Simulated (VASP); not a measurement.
# Si (Cmcm) in VASP: single point with r2SCAN

Aim: the single point of Si with r2SCAN.

Program: VASP 6.6.1. These are calculated values, not measurements. Logs are shortened: lines on timing, memory, paths and dates and some standing lists are left out, and cuts for length are marked.

### Step 1. The cell of the first run

The structure is orthorhombic, space group Cmcm (No. 63). Conventional cell: a = 3.831 Å, b = 6.387 Å, c = 6.333 Å, α = 90.00°, β = 90.00°, γ = 90.00°. Si (site symmetry m) has 4 Si at 2.27 to 2.37 Å within 3.0 Å.

### Step 2. Single point, r2SCAN (strain -0.0375 x Voigt [0, 1, 0, 0, 0, 0])

Input file POSCAR:

```
Si
1.0
    3.8313174605      0.0000000000      0.0000000000
   -1.9156587303      3.1935925664      0.0000000000
    0.0000000000      0.0000000000      6.3326220002
Si
4
Direct
    0.3333333333      0.6666666667      0.0630095000
    0.6666666667      0.3333333333      0.5630095000
    0.3333333333      0.6666666667      0.4369905000
    0.6666666667      0.3333333333      0.9369905000
```

Input file INCAR.step1:

```
PREC = Accurate
ENCUT = 520
ISMEAR = 0
SIGMA = 0.05
LREAL = F
LASPH = T
NELM = 60
NBANDS = 16
GGA = PE
ALGO = Normal
EDIFF = 1E-4
LWAVE = T
LCHARG = F
```

Input file INCAR.step2:

```
PREC = Accurate
ENCUT = 520
EDIFF = 1E-6
ISMEAR = 0
SIGMA = 0.05
LREAL = F
LASPH = T
NELM = 60
ALGO = Normal
ISIF = 2
LWAVE = F
LCHARG = F
METAGGA = R2SCAN
LMIXTAU = T
NBANDS = 16
ISTART = 1
```

Input file KPOINTS:

```
regular mesh
0
Gamma
  12 12 6
```

Potentials or basis: VASP PAW PBE potentials, release 64 (Si).

Started as:

```
$ cat potpaw_PBE.64/Si/POTCAR > POTCAR
$ cp INCAR.step1 INCAR
$ mpirun -np 1 vasp_std > vasp.out
$ cp INCAR.step2 INCAR
$ mpirun -np 1 vasp_std > vasp.out
```

OUTCAR:

```text
PREC = Accurate
   ENCUT = 520
   EDIFF = 1E-6
   ISMEAR = 0
   LREAL = F
   LASPH = T
   NELM = 60
   ISIF = 2
   METAGGA = R2SCAN
   ISTART = 1

 ion  position               nearest neighbor table
   1  0.333  0.667  0.063-   4 2.27   4 2.33   4 2.33   3 2.37
   2  0.667  0.333  0.563-   3 2.27   3 2.33   3 2.33   4 2.37
   3  0.333  0.667  0.437-   2 2.27   2 2.33   2 2.33   1 2.37
   4  0.667  0.333  0.937-   1 2.27   1 2.33   1 2.33   2 2.37

  Warning from LATTYP: Monoclinic adjustment (A1->A3, A2->A1, A3->A2)!
  LATTYP: Found a base centered orthorhombic cell.
 ALAT       =     3.8313174605
 B/A-ratio  =     1.6670989023
 C/A-ratio  =     1.6528575524

  Lattice vectors:

 A1 = (   1.9156587303,  -3.1935925664,   0.0000000000)
 A2 = (   1.9156587302,   3.1935925664,   0.0000000000)
 A3 = (   0.0000000000,   0.0000000000,   6.3326220002)

Analysis of symmetry for initial positions (statically):
=====================================================================
 Subroutine PRICEL returns:
 Original cell was already a primitive cell.

 Routine SETGRP: Setting up the symmetry group for a
 base centered orthorhombic supercell.

 Subroutine GETGRP returns: Found  8 space group operations
 (whereof  4 operations were pure point group operations)
 out of a pool of  8 trial point group operations.

The static configuration has the point symmetry C_2h.
 The point group associated with its full space group is D_2h.

Analysis of symmetry for dynamics (positions and initial velocities):
=====================================================================
 Subroutine PRICEL returns:
 Original cell was already a primitive cell.

 Routine SETGRP: Setting up the symmetry group for a
 base centered orthorhombic supercell.

 Subroutine GETGRP returns: Found  8 space group operations
 (whereof  4 operations were pure point group operations)
 out of a pool of  8 trial point group operations.

The dynamic configuration has the point symmetry C_2h.
 The point group associated with its full space group is D_2h.

 Subroutine INISYM returns: Found  8 space group operations
 (whereof  4 operations are pure point group operations),
 and found     1 'primitive' translations

----------------------------------------------------------------------------------------

                                     Primitive cell

  volume of cell :      77.4839

[... 94 lines left out ...]
   EDIFFG = 0.1E-04   stopping-criterion for IOM
   NSW    =      0    number of steps for IOM
   IBRION =     -1    ionic relax: 0-MD 1-quasi-New 2-CG
   NFREE  =      0    steps in history (QN), initial steepest desc. (CG)
   ISIF   =      2    stress and relaxation
   ISYM   =      2    0-nonsym 1-usesym 2-fastsym
   POTIM  = 0.5000    time-step for ionic-motion
   TEBEG  =    0.0;   TEEND  =   0.0 temperature during run
   PSTRESS=    0.0 pullay stress
   NELECT =      16.0000    total number of electrons
   NUPDOWN=      -1.0000    fix difference up-down
   EMIN   =  10.00;   EMAX   =-10.00  energy-range for DOS
   EFERMI =   0.00;   METHOD = LEGACY
   ISMEAR =     0;   SIGMA  =   0.05  broadening in eV -4-tet -1-fermi 0-gaus
   EFERMI_NEDOS =   21; number of points for ismear=-14 and -15
   IALGO  =     38    algorithm
   IMIX   =      4    mixing-type and parameters
     AMIX     =   0.40;   BMIX     =  1.00
     AMIX_MAG =   1.60;   BMIX_MAG =  1.00
  volume/ion in A,a.u.               =      19.37       130.72
  Fermi-wavevector in a.u.,A,eV,Ry     =   0.967634  1.828563 12.739345  0.936315
  Thomas-Fermi vector in A             =   2.097536
   LORBIT       =      0    0 simple, 1 ext, 2 COOP (PROOUT), +10 PAW based schemes
   METAGGA = R2SCAN    functional components
   LHFCALC =     F    Hartree Fock is set to
   AEXX    =    0.0000 exact exchange contribution
   IVDW    =     0    specifies the selected vdW correction
   LEPSILON=     F    determine dielectric tensor
   LRPA    =     F    only Hartree local field effects (RPA)
 non-spin polarized calculation
 Gauss-broadening in eV      SIGMA  =   0.05
  energy-cutoff  :      520.00
  volume of cell :       77.48
 maximum number of plane-waves:      2106
   NGX = 15   NGY = 13   NGZ = 23

 number of electron      16.0000000 magnetization

 Free energy of the ion-electron system (eV)
  ---------------------------------------------------
  ext. energy  EPLUGINS =         0.00000000
  ---------------------------------------------------
  free energy    TOTEN  =       -34.96293668 eV

  energy without entropy =      -34.96293661  energy(sigma->0) =      -34.96293664

 E-fermi :   6.5776     XC(G=0):  -9.9849

 val. band max:        6.4467957373   @ k =   0.0000   0.0000   0.0000
 cond. band min:       6.7084445991   @ k =   0.0000   0.5000   0.0000
 fundamental gap:      0.2616488618
 Fermi energy:         6.5776208037

 k-point     1 :       0.0000    0.0000    0.0000
  band No.  band energies     occupation
      1      -6.7031      2.00000
      2      -4.3388      2.00000
      3      -1.3460      2.00000
      4       4.7164      2.00000
      5       4.8905      2.00000
      6       5.9353      2.00000
[... 433 lines left out ...]
      3      -1.6074      2.00000
      4      -0.0084      2.00000
      5       1.3086      2.00000
      6       2.1589      2.00000
[... 8 lines left out ...]
     15      13.0331      0.00000
     16      14.3574      0.00000

 [... further k-points ...]

------------------------ aborting loop because EDIFF is reached ----------------------------------------

  FORCE on cell =-STRESS in cart. coord.  units (eV):
  Direction    XX          YY          ZZ          XY          YZ          ZX
  --------------------------------------------------------------------------------------
  -------------------------------------------------------------------------------------
  Total        0.8077040      4.6700365      0.4712589     -0.0000000      0.0000000      0.0000000
  in kB       16.7013518     96.5649770      9.7444863     -0.0000000      0.0000000      0.0000000
  external PRESSURE =      41.0036050 kB  Pullay stress =       0.0000000 kB

 VOLUME and BASIS-vectors are now :
 -----------------------------------------------------------------------------
  energy-cutoff  :      520.00
  volume of cell :       77.48
      direct lattice vectors                 reciprocal lattice vectors
     3.831317461  0.000000000  0.000000000     0.261006823  0.156563491  0.000000000
    -1.915658730  3.193592566  0.000000000     0.000000000  0.313126981  0.000000000
     0.000000000  0.000000000  6.332622000     0.000000000  0.000000000  0.157912473

 POSITION                                       TOTAL-FORCE (eV/Angst)
 -----------------------------------------------------------------------------------
     -0.00000      2.12906      0.39902         0.000000     -0.395001      0.250176
      1.91566      1.06453      3.56533        -0.000000      0.395001      0.250176
     -0.00000      2.12906      2.76730         0.000000     -0.395001     -0.250176
      1.91566      1.06453      5.93361        -0.000000      0.395001     -0.250176
 -----------------------------------------------------------------------------------
    total drift:                                0.000000     -0.000000      0.000000

  FREE ENERGIE OF THE ION-ELECTRON SYSTEM (eV)
  ---------------------------------------------------
  free  energy   TOTEN  =       -34.9629366766 eV

  energy  without entropy=      -34.9629366072  energy(sigma->0) =      -34.96293664
```

OSZICAR.step1:

```text
N       E                     dE             d eps       ncg     rms          rms(c)
DAV:   1     0.259744855704E+02    0.25974E+02   -0.60061E+03  5504   0.822E+02
DAV:   2    -0.201303638634E+02   -0.46105E+02   -0.41610E+02  7568   0.122E+02
DAV:   3    -0.219373571322E+02   -0.18070E+01   -0.17936E+01  7440   0.225E+01
DAV:   4    -0.219576816289E+02   -0.20324E-01   -0.20320E-01  6816   0.308E+00
DAV:   5    -0.219580257612E+02   -0.34413E-03   -0.34410E-03  7552   0.377E-01    0.722E+00
DAV:   6    -0.216654135359E+02    0.29261E+00   -0.12502E-01  6608   0.172E+00    0.440E+00
DAV:   7    -0.215379000078E+02    0.12751E+00   -0.25450E-01  6808   0.253E+00    0.304E-01
DAV:   8    -0.215396468271E+02   -0.17468E-02   -0.20217E-02  6560   0.775E-01    0.144E-01
DAV:   9    -0.215400305208E+02   -0.38369E-03   -0.73311E-04  7536   0.162E-01    0.919E-02
DAV:  10    -0.215401717401E+02   -0.14122E-03   -0.16050E-04  6088   0.642E-02    0.269E-02
DAV:  11    -0.215401919423E+02   -0.20202E-04   -0.32841E-05  4160   0.329E-02
   1 F= -.21540192E+02 E0= -.21540175E+02  d E =-.348074E-04
```

Wall time 8.7 min (1 thread of Intel Xeon 6975P-C (Granite Rapids), shared host); peak memory 0.29 GiB.

Results:

| Quantity | Value |
| --- | --- |
| Free energy | -34.9629 eV |
| Pressure | 4.1 GPa |
| Largest force | 0.468 eV/Å |
| Band gap on the k mesh | 0.26 eV (least direct gap 1.51 eV) |

Forces in eV/Å, atoms in the order of the input:
```
Si   0.000 -0.395  0.250
Si   0.000  0.395  0.250
Si   0.000 -0.395 -0.250
Si   0.000  0.395 -0.250
```

Stress tensor (GPa, compression positive):
```
1.67 0.00 0.00
0.00 9.66 0.00
0.00 0.00 0.97
```

Caveat: the cell differs from its parent crystal (strain -0.0375 x Voigt [0, 1, 0, 0, 0, 0]); the stress differs along the axes, from 1 to 10 GPa; the PAW data sets were made with another functional, which shifts forces and pressure a little. A k mesh can miss the band edges.
